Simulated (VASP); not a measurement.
# AlN (Cm) in VASP: a series of runs

The runs below take AlN through single point, with PBEsol.

Program: VASP 6.6.1. These are calculated values, not measurements. Logs are shortened: lines on timing, memory, paths and dates and some standing lists are left out, and cuts for length are marked.

### Step 1. The cell of the first run

The structure is monoclinic, space group Cm (No. 8). The conventional cell has a = 5.350 Å, b = 3.089 Å, c = 3.089 Å, α = 90.00°, β = 125.26°, γ = 90.00°. Within 2.2 Å of Al (site symmetry m) lie 4 N at 1.66 to 2.14 Å. N (site symmetry m) has 4 Al at 1.66 to 2.14 Å within 2.2 Å.

### Step 2. Single point, PBEsol

The input, INCAR:

```
SYSTEM = AlN
PREC = Accurate ; ENCUT = 520
EDIFF = 1E-6 ; ISMEAR = 0
SIGMA = 0.05 ; LREAL = .FALSE.
LASPH = .TRUE. ; NELM = 80
ALGO = Normal ; ISIF = 2
LWAVE = .FALSE. ; LCHARG = .FALSE.
GGA = PS ; NBANDS = 11
```

The input, KPOINTS:

```
regular mesh
0
G
  10 10 10
  0 0 0
```

The input, POSCAR:

```
AlN
1.0
    0.0000000000      2.1839935596      2.1839935596
    2.1839935596      0.0000000000      2.1839935596
    2.1839935596      2.1839935596      0.0000000000
Al N
1 1
Direct
    0.0971303388      0.0000000000      0.0000000000
    0.7500000000      0.7500000000      0.7500000000
```

Potentials or basis: VASP PAW PBE potentials, release 64 (Al, N).

Launch:

```
cat potpaw_PBE.64/Al/POTCAR potpaw_PBE.64/N/POTCAR > POTCAR
mpirun -np 1 vasp_std > vasp.out
```

OUTCAR:

```text
SYSTEM = AlN
   PREC = Accurate
   ENCUT = 520
   EDIFF = 1E-6
   ISMEAR = 0
   LREAL = .FALSE.
   LASPH = .TRUE.
   NELM = 80
   ISIF = 2
   GGA = PS

 ion  position               nearest neighbor table
   1  0.097  0.000  0.000-   2 1.66   2 1.92   2 1.92   2 2.14
   2  0.750  0.750  0.750-   1 1.66   1 1.92   1 1.92   1 2.14

  LATTYP: Found a face centered cubic cell.
 ALAT       =     4.3679871192

  Lattice vectors:

 A1 = (   0.0000000000,   2.1839935596,   2.1839935596)
 A2 = (   2.1839935596,   0.0000000000,   2.1839935596)
 A3 = (   2.1839935596,   2.1839935596,   0.0000000000)

Analysis of symmetry for initial positions (statically):
=====================================================================
 Subroutine PRICEL returns:
 Original cell was already a primitive cell.

 Routine SETGRP: Setting up the symmetry group for a
 face centered cubic supercell.

 Subroutine GETGRP returns: Found  2 space group operations
 (whereof  2 operations were pure point group operations)
 out of a pool of 48 trial point group operations.

The static configuration has the point symmetry C_1h.

Analysis of symmetry for dynamics (positions and initial velocities):
=====================================================================
 Subroutine PRICEL returns:
 Original cell was already a primitive cell.

 Routine SETGRP: Setting up the symmetry group for a
 face centered cubic supercell.

 Subroutine GETGRP returns: Found  2 space group operations
 (whereof  2 operations were pure point group operations)
 out of a pool of 48 trial point group operations.

The dynamic configuration has the point symmetry C_1h.

 Subroutine INISYM returns: Found  2 space group operations
 (whereof  2 operations are pure point group operations),
 and found     1 'primitive' translations

----------------------------------------------------------------------------------------

                                     Primitive cell

  volume of cell :      20.8345

  direct lattice vectors                    reciprocal lattice vectors
     0.000000000  2.183993560  2.183993560    -0.228938404  0.228938404  0.228938404
     2.183993560  0.000000000  2.183993560     0.228938404 -0.228938404  0.228938404
     2.183993560  2.183993560  0.000000000     0.228938404  0.228938404 -0.228938404

  length of vectors
     3.088633312  3.088633312  3.088633312     0.396532948  0.396532948  0.396532948

  position of ions in fractional coordinates (direct lattice)
     0.097130339  0.000000000  0.000000000
     0.750000000  0.750000000  0.750000000

  ion indices of the primitive-cell ions
[... 79 lines left out ...]
   IBRION =     -1    ionic relax: 0-MD 1-quasi-New 2-CG
   NFREE  =      0    steps in history (QN), initial steepest desc. (CG)
   ISIF   =      2    stress and relaxation
   ISYM   =      2    0-nonsym 1-usesym 2-fastsym
   POTIM  = 0.5000    time-step for ionic-motion
   TEBEG  =    0.0;   TEEND  =   0.0 temperature during run
   PSTRESS=    0.0 pullay stress
   NELECT =       8.0000    total number of electrons
   NUPDOWN=      -1.0000    fix difference up-down
   EMIN   =  10.00;   EMAX   =-10.00  energy-range for DOS
   EFERMI =   0.00;   METHOD = LEGACY
   ISMEAR =     0;   SIGMA  =   0.05  broadening in eV -4-tet -1-fermi 0-gaus
   EFERMI_NEDOS =   21; number of points for ismear=-14 and -15
   IALGO  =     38    algorithm
   IMIX   =      4    mixing-type and parameters
     AMIX     =   0.40;   BMIX     =  1.00
     AMIX_MAG =   1.60;   BMIX_MAG =  1.00
  volume/ion in A,a.u.               =      10.42        70.30
  Fermi-wavevector in a.u.,A,eV,Ry     =   1.189899  2.248583 19.263943  1.415860
  Thomas-Fermi vector in A             =   2.325996
   LORBIT       =      0    0 simple, 1 ext, 2 COOP (PROOUT), +10 PAW based schemes
   GGA     = PS    functional components
   LHFCALC =     F    Hartree Fock is set to
   AEXX    =    0.0000 exact exchange contribution
   IVDW    =     0    specifies the selected vdW correction
   LEPSILON=     F    determine dielectric tensor
   LRPA    =     F    only Hartree local field effects (RPA)
 non-spin polarized calculation
 Gauss-broadening in eV      SIGMA  =   0.05
  energy-cutoff  :      520.00
  volume of cell :       20.83
 maximum number of plane-waves:       571
   NGX = 11   NGY = 11   NGZ = 11

 number of electron       8.0000000 magnetization

 Free energy of the ion-electron system (eV)
  ---------------------------------------------------
  ext. energy  EPLUGINS =         0.00000000
  ---------------------------------------------------
  free energy    TOTEN  =       -14.89825519 eV

  energy without entropy =      -14.89825519  energy(sigma->0) =      -14.89825519

 E-fermi :   6.7525     XC(G=0): -11.1164

 val. band max:        6.5353758293   @ k =   0.0000   0.0000   0.0000
 cond. band min:       8.9896619912   @ k =   0.0000   0.5000   0.5000
 fundamental gap:      2.4542861619
 Fermi energy:         6.7524666458

 k-point     1 :       0.0000    0.0000    0.0000
  band No.  band energies     occupation
      1      -9.1079      2.00000
      2       5.0946      2.00000
      3       5.8470      2.00000
      4       6.5354      2.00000
      5       9.8140      0.00000
      6      18.2854      0.00000
      7      18.3436      0.00000
      8      18.5353      0.00000
      9      23.0782      0.00000
     10      23.1822      0.00000
     11      24.0401      0.00000
[... 309 lines left out ...]
 k-point    24 :       0.1000   -0.1000   -0.1000
  band No.  band energies     occupation
      1      -8.5766      2.00000
      2       3.3815      2.00000
      3       5.4575      2.00000
      4       6.1961      2.00000
      5      11.3171      0.00000
      6      16.6380      0.00000
      7      18.4185      0.00000
      8      19.0020      0.00000
      9      19.9613      0.00000
     10      22.7633      0.00000
     11      25.0802      0.00000

 [... further k-points ...]
[... 5 lines left out ...]
  --------------------------------------------------------------------------------------
  -------------------------------------------------------------------------------------
  Total        2.7271369      1.2292758      1.2292758     -2.5298382      1.6566542     -2.5298382
  in kB      209.7169213     94.5313529     94.5313529   -194.5446438    127.3967640   -194.5446428
  external PRESSURE =     132.9265424 kB  Pullay stress =       0.0000000 kB

 VOLUME and BASIS-vectors are now :
 -----------------------------------------------------------------------------
  energy-cutoff  :      520.00
  volume of cell :       20.83
      direct lattice vectors                 reciprocal lattice vectors
     0.000000000  2.183993560  2.183993560    -0.228938404  0.228938404  0.228938404
     2.183993560  0.000000000  2.183993560     0.228938404 -0.228938404  0.228938404
     2.183993560  2.183993560  0.000000000     0.228938404  0.228938404 -0.228938404

 POSITION                                       TOTAL-FORCE (eV/Angst)
 -----------------------------------------------------------------------------------
      0.00000      0.21213      0.21213         2.984463     -3.599425     -3.599425
      3.27599      3.27599      3.27599        -2.984463      3.599425      3.599425
 -----------------------------------------------------------------------------------
    total drift:                               -0.000232      0.000387      0.000387

  FREE ENERGIE OF THE ION-ELECTRON SYSTEM (eV)
  ---------------------------------------------------
  free  energy   TOTEN  =       -14.8982551853 eV

  energy  without entropy=      -14.8982551853  energy(sigma->0) =      -14.89825519
```

OSZICAR:

```text
N       E                     dE             d eps       ncg     rms          rms(c)
DAV:   1     0.115735245271E+02    0.11574E+02   -0.38859E+03  6308   0.608E+02
DAV:   2    -0.164955620107E+02   -0.28069E+02   -0.27056E+02  7404   0.138E+02
DAV:   3    -0.174280941719E+02   -0.93253E+00   -0.93134E+00  7591   0.245E+01
DAV:   4    -0.174327574142E+02   -0.46632E-02   -0.46629E-02  7023   0.190E+00
DAV:   5    -0.174328082323E+02   -0.50818E-04   -0.50818E-04  7497   0.195E-01    0.887E+00
DAV:   6    -0.149534479624E+02    0.24794E+01   -0.12245E+01  7143   0.174E+01    0.301E+00
DAV:   7    -0.149203471833E+02    0.33101E-01   -0.17209E-01  7017   0.328E+00    0.212E+00
DAV:   8    -0.148993271127E+02    0.21020E-01   -0.36363E-02  6945   0.167E+00    0.481E-01
DAV:   9    -0.148982422333E+02    0.10849E-02   -0.48196E-03  7374   0.444E-01    0.198E-01
DAV:  10    -0.148982483255E+02   -0.60922E-05   -0.34446E-04  6996   0.138E-01    0.309E-02
DAV:  11    -0.148982551681E+02   -0.68426E-05   -0.27535E-05  7263   0.408E-02    0.265E-02
DAV:  12    -0.148982551853E+02   -0.17275E-07   -0.14507E-06  4851   0.821E-03
   1 F= -.14898255E+02 E0= -.14898255E+02  d E =-.183379E-12
```

Wall time 33 s (1 thread of Intel Xeon 8259CL, shared host); peak memory 0.18 GiB.

Results:

```
Free energy            : -14.8983 eV
Pressure               : 13.3 GPa
Largest force          : 5.901 eV/Å
Band gap on the k mesh : 2.45 eV, indirect (least direct gap 3.28 eV)
```

Forces on the atoms (eV/Å):
```
Al   2.984 -3.599 -3.599
N   -2.984  3.599  3.599
```

Stress tensor (GPa, compression positive):
```
 20.97 -19.45 -19.45
-19.45   9.45  12.74
-19.45  12.74   9.45
```

Levels at points of the mesh, in eV from the valence-band top:
| k point | band 1 | band 2 | band 3 | band 4 | band 5 | band 6 | band 7 | band 8 | band 9 |
| --- | --- | --- | --- | --- | --- | --- | --- | --- | --- |
| (0.00, 0.00, 0.00) | -15.64 | -1.44 | -0.69 | 0.00 | 3.28 | 11.75 | 11.81 | 12.00 | 16.54 |
| (0.50, 0.00, 0.00) | -13.53 | -6.82 | -1.11 | -0.60 | 6.21 | 8.62 | 10.40 | 10.74 | 16.59 |
| (0.00, 0.50, 0.00) | -13.58 | -6.58 | -1.65 | -0.63 | 6.27 | 8.85 | 10.13 | 10.99 | 16.46 |
| (0.50, 0.50, 0.50) | -13.64 | -6.26 | -1.80 | -1.17 | 6.68 | 9.10 | 9.99 | 10.63 | 16.50 |
| (0.50, 0.50, 0.00) | -12.95 | -5.63 | -2.79 | -2.10 | 2.53 | 7.59 | 12.69 | 14.93 | 15.24 |
| (0.00, 0.50, 0.50) | -12.94 | -5.66 | -2.42 | -2.28 | 2.45 | 7.33 | 12.66 | 15.13 | 15.40 |

Caveat: the cell differs from its parent crystal (all Al atoms moved -0.300 Å, as atom 1 towards its neighbour atom 1 (Al) at 3.089 Å); the PAW data sets were made with another functional, which shifts forces and pressure a little.

### Step 3. Single point, PBEsol

The input, INCAR:

```
SYSTEM = AlN
PREC     = Accurate       ! precision mode
ENCUT    = 520            ! plane-wave cutoff, eV
EDIFF    = 1E-6           ! SCF threshold, eV
ISMEAR   = 0              ! smearing method
SIGMA    = 0.05           ! smearing width, eV
LREAL    = .False.        ! projectors in reciprocal space
LASPH    = .True.         ! aspherical terms in the spheres
NELM     = 80             ! most SCF steps
ALGO     = Normal         ! electronic algorithm
ISIF     = 2              ! what is computed and relaxed
LWAVE    = .False.        ! write WAVECAR
LCHARG   = .False.        ! write CHGCAR
GGA      = PS             ! functional
NBANDS   = 11             ! bands
```

The input, KPOINTS:

```
regular mesh
0
Gamma
  10 10 10
  0 0 0
```

POSCAR: that of step 2 with these lines changed.

```diff
@@ -8,3 +8,3 @@
 Direct
-    0.0971303388      0.0000000000      0.0000000000
+   -0.0728477541      0.0000000000      0.0000000000
     0.7500000000      0.7500000000      0.7500000000
```

Potentials or basis: VASP PAW PBE potentials, release 64 (Al, N).

Launch:

```
cat potpaw_PBE.64/Al/POTCAR potpaw_PBE.64/N/POTCAR > POTCAR
mpirun -np 1 vasp_std > vasp.out
```

Wall time 47 s (1 thread of Intel Xeon 8259CL, shared host); peak memory 0.18 GiB.

The run converged. Its results:

* Free energy: -15.2226 eV
* Pressure: 7.9 GPa
* Largest force: 3.948 eV/Å
* Band gap on the k mesh: 2.62 eV, indirect (least direct gap 3.49 eV)

Forces on the atoms (eV/Å):
```
Al   1.629  2.543  2.543
N   -1.629 -2.543 -2.543
```

Stress tensor (GPa, compression positive):
```
11.81 13.24 13.24
13.24  5.97  7.33
13.24  7.33  5.97
```

Levels at points of the mesh, in eV from the valence-band top:
```tsv
k point	band 1	band 2	band 3	band 4	band 5	band 6	band 7	band 8
(0.00, 0.00, 0.00)	-15.50	-1.13	-0.54	0.00	3.49	11.91	11.92	12.07
(0.50, 0.00, 0.00)	-13.47	-6.20	-1.52	-1.03	6.84	9.27	10.21	10.67
(0.00, 0.50, 0.00)	-13.43	-6.45	-1.41	-0.61	6.56	9.08	10.29	10.93
(0.50, 0.50, 0.50)	-13.39	-6.65	-0.98	-0.57	6.47	8.91	10.51	10.79
(0.50, 0.50, 0.00)	-12.79	-5.49	-2.59	-2.04	2.66	7.82	13.03	15.06
(0.00, 0.50, 0.50)	-12.79	-5.51	-2.30	-2.21	2.62	7.66	13.02	15.19
```

Caveat: the cell differs from its parent crystal (all Al atoms moved +0.225 Å, as atom 1 towards its neighbour atom 1 (Al) at 3.089 Å); the PAW data sets were made with another functional, which shifts forces and pressure a little. A k mesh can miss the band edges.

### Step 4. Single point, PBEsol

The input, INCAR:

```
ALGO = Normal ; EDIFF = 1E-6
ENCUT = 520 ; GGA = PS
ISIF = 2 ; ISMEAR = 0
LASPH = True ; LCHARG = True
LELF = True ; LREAL = False
LVHAR = True ; LWAVE = False
NBANDS = 11 ; NELM = 80
PREC = Accurate ; SIGMA = 0.05
```

The input, KPOINTS:

```
k-points
0
Gamma
  10 10 10
```

POSCAR: that of step 3 with these lines changed.

```diff
@@ -8,3 +8,3 @@
 Direct
-   -0.0728477541      0.0000000000      0.0000000000
+    0.0485651694      0.0000000000      0.0000000000
     0.7500000000      0.7500000000      0.7500000000
```

Launch:

```
cat potpaw_PBE.64/Al/POTCAR potpaw_PBE.64/N/POTCAR > POTCAR
mpirun -np 1 vasp_std > vasp.out
```

It took 62 s on 1 thread of Intel Xeon 8259CL, shared host; peak memory 0.18 GiB.

Results (log left out):

- Free energy: -15.4423 eV
- Pressure: 4.2 GPa
- Largest force: 2.396 eV/Å
- Band gap on the k mesh: 2.80 eV, indirect (least direct gap 3.71 eV)

Forces in eV/Å, atoms in the order of the input:
```
Al   0.708 -1.619 -1.619
N   -0.708  1.619  1.619
```

Stress tensor (GPa, compression positive):
```
 5.81 -8.18 -8.18
-8.18  3.41  3.31
-8.18  3.31  3.41
```

Levels at points of the mesh, in eV from the valence-band top:
```
           k point  band 1  band 2  band 3  band 4  band 5  band 6  band 7  band 8  band 9
(0.00, 0.00, 0.00)  -15.34   -0.77   -0.38    0.00    3.71   12.07   12.08   12.17   17.08
(0.50, 0.00, 0.00)  -13.23   -6.43   -0.84   -0.54    6.75    9.21   10.65   10.86   17.29
(0.00, 0.50, 0.00)  -13.26   -6.29   -1.13   -0.58    6.83    9.32   10.50   10.93   17.26
(0.50, 0.50, 0.50)  -13.29   -6.12   -1.20   -0.86    7.00    9.45   10.47   10.75   17.27
(0.50, 0.50, 0.00)  -12.61   -5.32   -2.35   -1.97    2.82    8.05   13.36   15.22   15.36
(0.00, 0.50, 0.50)  -12.61   -5.33   -2.15   -2.11    2.80    7.97   13.36   15.30   15.38
```

Caveat: the cell differs from its parent crystal (all Al atoms moved -0.150 Å, as atom 1 towards its neighbour atom 1 (Al) at 3.089 Å); the PAW data sets were made with another functional, which shifts forces and pressure a little. A k mesh can miss the band edges.
